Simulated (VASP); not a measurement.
# BaTiO3 (Barioperovskite) (Amm2) in VASP: a series of runs, part 3 of 4

VASP 6.6.1. Earlier steps stand in the parts before.

## (5) Single point, r2SCAN

This run uses another cell than the first one, of 13.12 Å³/atom, 1.085 times its volume.

The input, POSCAR:

```
BaTiO3
1.0
    4.0118948090      0.0000000000      0.0000000000
    0.0000000000      2.8556879648      2.8639926021
    0.0000000000     -2.8556879648      2.8639926021
Ba Ti O
1 1 3
Direct
    0.0000000000      0.0000000000      0.0000000000
    0.5000000000      0.5124000000      0.5124000000
    0.0000000000      0.4874000000      0.4874000000
    0.5000000000      0.5052400000      0.9918400000
    0.5000000000      0.9918400000      0.5052400000
```

The input, INCAR.step1:

```
PREC = Accurate ; ENCUT = 520
ISMEAR = 0 ; SIGMA = 0.01
LREAL = F ; LASPH = T
NELM = 80 ; NBANDS = 28
GGA = PE ; ALGO = Normal
EDIFF = 1E-4 ; LWAVE = T
LCHARG = F
```

The input, INCAR.step2:

```
PREC = Accurate ; ENCUT = 520
EDIFF = 1E-6 ; ISMEAR = 0
SIGMA = 0.01 ; LREAL = F
LASPH = T ; NELM = 80
ALGO = Normal ; ISIF = 2
LWAVE = F ; LCHARG = F
METAGGA = R2SCAN ; LMIXTAU = T
NBANDS = 28 ; ISTART = 1
```

The input, KPOINTS:

```
regular mesh
0
Gamma
  6 6 6
```

Launch:

```bash
> cat potpaw_PBE.64/Ba_sv/POTCAR potpaw_PBE.64/Ti_sv/POTCAR potpaw_PBE.64/O/POTCAR > POTCAR
> cp INCAR.step1 INCAR
> mpirun -np 1 vasp_std > vasp.out
> cp INCAR.step2 INCAR
> mpirun -np 1 vasp_std > vasp.out
```

It took 3.8 min on 1 thread of Intel Xeon 6975P-C, shared host; peak memory 0.24 GiB.

The run converged. Its results:

* Free energy: -74.2304 eV
* Pressure: -2.4 GPa
* Largest force: 0.332 eV/Å
* Band gap on the k mesh: 2.19 eV, indirect (least direct gap 2.43 eV)

Forces in eV/Å, atoms in the order of the input:
```
Ba   0.000  0.000  0.158
Ti   0.000  0.000  0.222
O    0.000  0.000  0.274
O    0.000  0.057 -0.327
O    0.000 -0.057 -0.327
```

Stress tensor (GPa, compression positive):
```
-2.27  0.00  0.00
 0.00 -2.15  0.00
 0.00  0.00 -2.78
```

Levels at points of the mesh, in eV from the valence-band top:
```tsv
k point	band 17	band 18	band 19	band 20	band 21	band 22	band 23	band 24
(0.00, 0.00, 0.00)	-1.09	-0.36	-0.28	-0.24	2.19	2.25	2.39	4.15
(0.50, 0.00, 0.00)	-1.78	-1.70	-0.86	-0.81	2.37	3.77	3.85	4.13
(0.00, 0.50, 0.00)	-1.81	-1.65	-0.84	-0.78	2.42	3.79	3.82	4.18
(0.50, 0.50, 0.00)	-1.79	-0.92	-0.91	-0.08	3.81	3.82	4.22	4.93
(0.00, 0.50, 0.50)	-1.72	-0.94	-0.90	-0.14	3.80	3.86	4.22	5.04
(0.50, 0.50, 0.50)	-2.42	-0.05	-0.01	0.00	4.41	4.45	4.46	7.15
```

Caveat: the PAW data sets were made with another functional, which shifts forces and pressure a little; spin-orbit coupling is left out, which moves the levels of the heavy elements. r2SCAN opens gaps a little over a GGA but as a rule still falls short of measured ones.

## (6) Single point, r2SCAN

This run uses another cell than the first one, of 13.38 Å³/atom, 1.106 times its volume.

Edit POSCAR of step 5 so:

```diff
@@ -2,5 +2,5 @@
 1.0
-    4.0118948090      0.0000000000      0.0000000000
-    0.0000000000      2.8556879648      2.8639926021
-    0.0000000000     -2.8556879648      2.8639926021
+    4.0379468039      0.0000000000      0.0000000000
+    0.0000000000      2.8742319127      2.8825904778
+    0.0000000000     -2.8742319127      2.8825904778
 Ba Ti O
```

The input, INCAR.step1:

```
ALGO = Normal
EDIFF = 1E-4
ENCUT = 520
GGA = PE
ISMEAR = 0
LASPH = True
LCHARG = False
LREAL = False
LWAVE = True
NBANDS = 28
NELM = 100
PREC = Accurate
SIGMA = 0.01
```

The input, INCAR.step2:

```
ALGO = Normal
EDIFF = 1E-6
ENCUT = 520
ISIF = 2
ISMEAR = 0
ISTART = 1
LASPH = True
LCHARG = True
LELF = True
LMIXTAU = True
LREAL = False
LVHAR = True
LWAVE = False
METAGGA = R2SCAN
NBANDS = 28
NELM = 100
PREC = Accurate
SIGMA = 0.01
```

The input, KPOINTS:

```
k-points
0
Gamma
  6 6 6
```

Potentials or basis: VASP PAW PBE potentials, release 64 (Ba_sv, Ti_sv, O).

Launch:

```bash
> cat potpaw_PBE.64/Ba_sv/POTCAR potpaw_PBE.64/Ti_sv/POTCAR potpaw_PBE.64/O/POTCAR > POTCAR
> cp INCAR.step1 INCAR
> mpirun -np 1 vasp_std > vasp.out
> cp INCAR.step2 INCAR
> mpirun -np 1 vasp_std > vasp.out
```

OUTCAR:

```text
EDIFF = 1E-6
   ENCUT = 520
   ISIF = 2
   ISMEAR = 0
   ISTART = 1
   LASPH = True
   LREAL = False
   METAGGA = R2SCAN
   NELM = 100
   PREC = Accurate

 ion  position               nearest neighbor table
   1  0.000  0.000  0.000-   3 2.81   4 2.85   5 2.85   4 2.85   5 2.85   3 2.88   3 2.88   4 2.88
                             5 2.88   5 2.88   4 2.88   3 2.96   2 3.46   2 3.46   2 3.51   2 3.51
   2  0.500  0.512  0.512-   4 1.95   5 1.95   3 2.02   3 2.02   5 2.12   4 2.12   1 3.46   1 3.46
                             1 3.51   1 3.51   1 3.51   1 3.51   1 3.58   1 3.58
   3  0.000  0.487  0.487-   2 2.02   2 2.02   1 2.81   1 2.88   1 2.88   1 2.96
   4  0.500  0.505  0.992-   2 1.95   2 2.12   1 2.85   1 2.85   1 2.88   1 2.88
   5  0.500  0.992  0.505-   2 1.95   2 2.12   1 2.85   1 2.85   1 2.88   1 2.88

  LATTYP: Found a base centered orthorhombic cell.
 ALAT       =     5.7484638254
 B/A-ratio  =     1.0029081039
 C/A-ratio  =     0.7024392823

  Lattice vectors:

 A1 = (   0.0000000000,   2.8742319127,  -2.8825904778)
 A2 = (   0.0000000000,   2.8742319127,   2.8825904778)
 A3 = (   4.0379468039,   0.0000000000,   0.0000000000)

Analysis of symmetry for initial positions (statically):
=====================================================================
 Subroutine PRICEL returns:
 Original cell was already a primitive cell.

 Routine SETGRP: Setting up the symmetry group for a
 base centered orthorhombic supercell.

 Subroutine GETGRP returns: Found  4 space group operations
 (whereof  4 operations were pure point group operations)
 out of a pool of  8 trial point group operations.

The static configuration has the point symmetry C_2v.

Analysis of symmetry for dynamics (positions and initial velocities):
=====================================================================
 Subroutine PRICEL returns:
 Original cell was already a primitive cell.

 Routine SETGRP: Setting up the symmetry group for a
[... 126 lines left out ...]
   EFERMI =   0.00;   METHOD = LEGACY
   ISMEAR =     0;   SIGMA  =   0.01  broadening in eV -4-tet -1-fermi 0-gaus
   EFERMI_NEDOS =   21; number of points for ismear=-14 and -15
   IALGO  =     38    algorithm
   IMIX   =      4    mixing-type and parameters
     AMIX     =   0.40;   BMIX     =  1.00
     AMIX_MAG =   1.60;   BMIX_MAG =  1.00
  volume/ion in A,a.u.               =      13.38        90.31
  Fermi-wavevector in a.u.,A,eV,Ry     =   1.379102  2.606125 25.877223  1.901922
  Thomas-Fermi vector in A             =   2.504102
   LORBIT       =      0    0 simple, 1 ext, 2 COOP (PROOUT), +10 PAW based schemes
   METAGGA = R2SCAN    functional components
   LHFCALC =     F    Hartree Fock is set to
   AEXX    =    0.0000 exact exchange contribution
   IVDW    =     0    specifies the selected vdW correction
   LEPSILON=     F    determine dielectric tensor
   LRPA    =     F    only Hartree local field effects (RPA)
 non-spin polarized calculation
 Gauss-broadening in eV      SIGMA  =   0.01
  energy-cutoff  :      520.00
  volume of cell :       66.91
 maximum number of plane-waves:      1824
   NGX = 15   NGY = 15   NGZ = 15

 number of electron      39.9999996 magnetization

 Free energy of the ion-electron system (eV)
  ---------------------------------------------------
  ext. energy  EPLUGINS =         0.00000000
  ---------------------------------------------------
  free energy    TOTEN  =       -74.20006401 eV

  energy without entropy =      -74.20006401  energy(sigma->0) =      -74.20006401

 E-fermi :   3.2903     XC(G=0): -11.6739

 val. band max:        3.2086591365   @ k =   0.5000   0.5000   0.5000
 cond. band min:       5.3524165875   @ k =   0.0000   0.0000   0.0000
 fundamental gap:      2.1437574511
 Fermi energy:         3.2902642384

 k-point     1 :       0.0000    0.0000    0.0000
  band No.  band energies     occupation
      1     -55.7839      2.00000
      2     -30.9333      2.00000
      3     -30.9330      2.00000
      4     -30.9184      2.00000
      5     -22.3782      2.00000
      6     -14.5559      2.00000
[... 733 lines left out ...]
     27      11.7984      0.00000
     28      12.2180      0.00000

 [... further k-points ...]
[... 5 lines left out ...]
  --------------------------------------------------------------------------------------
  -------------------------------------------------------------------------------------
  Total       -2.2446686     -2.1963013     -2.4478298      0.0000000      0.0000000      0.0000000
  in kB      -53.7486390    -52.5904831    -58.6133386      0.0000000      0.0000000      0.0000000
  external PRESSURE =     -54.9841536 kB  Pullay stress =       0.0000000 kB

 VOLUME and BASIS-vectors are now :
 -----------------------------------------------------------------------------
  energy-cutoff  :      520.00
  volume of cell :       66.91
      direct lattice vectors                 reciprocal lattice vectors
     4.037946804  0.000000000  0.000000000     0.247650613  0.000000000  0.000000000
     0.000000000  2.874231913  2.882590478     0.000000000  0.173959519  0.173455093
     0.000000000 -2.874231913  2.882590478     0.000000000 -0.173959519  0.173455093

 POSITION                                       TOTAL-FORCE (eV/Angst)
 -----------------------------------------------------------------------------------
      0.00000      0.00000      0.00000         0.000000      0.000000      0.154349
      2.01897      0.00000      2.95408         0.000000      0.000000      0.321400
      0.00000      0.00000      2.80995         0.000000      0.000000      0.278848
      2.01897     -1.39860      4.31547         0.000000      0.124346     -0.377299
      2.01897      1.39860      4.31547         0.000000     -0.124346     -0.377299
 -----------------------------------------------------------------------------------
    total drift:                                0.000000      0.000001      0.007880

  FREE ENERGIE OF THE ION-ELECTRON SYSTEM (eV)
  ---------------------------------------------------
  free  energy   TOTEN  =       -74.2000640100 eV

  energy  without entropy=      -74.2000640100  energy(sigma->0) =      -74.20006401
```

OSZICAR.step1:

```text
N       E                     dE             d eps       ncg     rms          rms(c)
DAV:   1     0.434589357503E+03    0.43459E+03   -0.20799E+04  2912   0.154E+03
DAV:   2    -0.458036591347E+01   -0.43917E+03   -0.41953E+03  3348   0.426E+02
DAV:   3    -0.489486526273E+02   -0.44368E+02   -0.43984E+02  4088   0.133E+02
DAV:   4    -0.510087631506E+02   -0.20601E+01   -0.20557E+01  4348   0.246E+01
DAV:   5    -0.510793278828E+02   -0.70565E-01   -0.70554E-01  4028   0.334E+00    0.222E+01
DAV:   6    -0.403134439909E+02    0.10766E+02   -0.58216E+01  4188   0.649E+01    0.101E+01
DAV:   7    -0.402135993148E+02    0.99845E-01   -0.11569E+01  3936   0.245E+01    0.650E+00
DAV:   8    -0.400145114271E+02    0.19909E+00   -0.59145E-01  3480   0.638E+00    0.381E+00
DAV:   9    -0.400370731059E+02   -0.22562E-01   -0.59183E-01  4188   0.687E+00    0.204E+00
DAV:  10    -0.399942800576E+02    0.42793E-01   -0.25897E-01  3488   0.471E+00    0.612E-01
DAV:  11    -0.399887294725E+02    0.55506E-02   -0.29350E-02  3452   0.104E+00    0.257E-01
DAV:  12    -0.399884328319E+02    0.29664E-03   -0.35406E-03  3616   0.547E-01    0.846E-02
DAV:  13    -0.399883493459E+02    0.83486E-04   -0.33159E-04  2944   0.170E-01
   1 F= -.39988349E+02 E0= -.39988349E+02  d E =-.134201E-17
```

Run time: 3.9 min. Hardware: 1 thread of Intel Xeon 6975P-C, shared host; peak memory 0.24 GiB.

What came out:

| Property | Result |
| --- | --- |
| Free energy | -74.2001 eV |
| Pressure | -5.5 GPa |
| Largest force | 0.397 eV/Å |
| Band gap on the k mesh | 2.14 eV, indirect (least direct gap 2.40 eV) |

Forces on the atoms (eV/Å):
```
Ba   0.000  0.000  0.154
Ti   0.000  0.000  0.321
O    0.000  0.000  0.279
O    0.000  0.124 -0.377
O    0.000 -0.124 -0.377
```

Stress tensor (GPa, compression positive):
```
-5.37  0.00  0.00
 0.00 -5.26  0.00
 0.00  0.00 -5.86
```

Levels at points of the mesh, in eV from the valence-band top:
```tsv
k point	band 17	band 18	band 19	band 20	band 21	band 22	band 23	band 24
(0.00, 0.00, 0.00)	-1.06	-0.37	-0.29	-0.25	2.14	2.20	2.33	4.01
(0.50, 0.00, 0.00)	-1.75	-1.68	-0.85	-0.81	2.32	3.66	3.74	4.00
(0.00, 0.50, 0.00)	-1.79	-1.61	-0.84	-0.77	2.36	3.69	3.72	4.04
(0.50, 0.50, 0.00)	-1.79	-0.93	-0.92	-0.08	3.70	3.72	4.11	4.77
(0.00, 0.50, 0.50)	-1.72	-0.94	-0.90	-0.13	3.69	3.75	4.11	4.88
(0.50, 0.50, 0.50)	-2.42	-0.05	-0.01	0.00	4.29	4.32	4.34	7.04
```

Caveat: the PAW data sets were made with another functional, which shifts forces and pressure a little; spin-orbit coupling is left out, which moves the levels of the heavy elements. A k mesh can miss the band edges.

(Continued in part 4 of 4.)
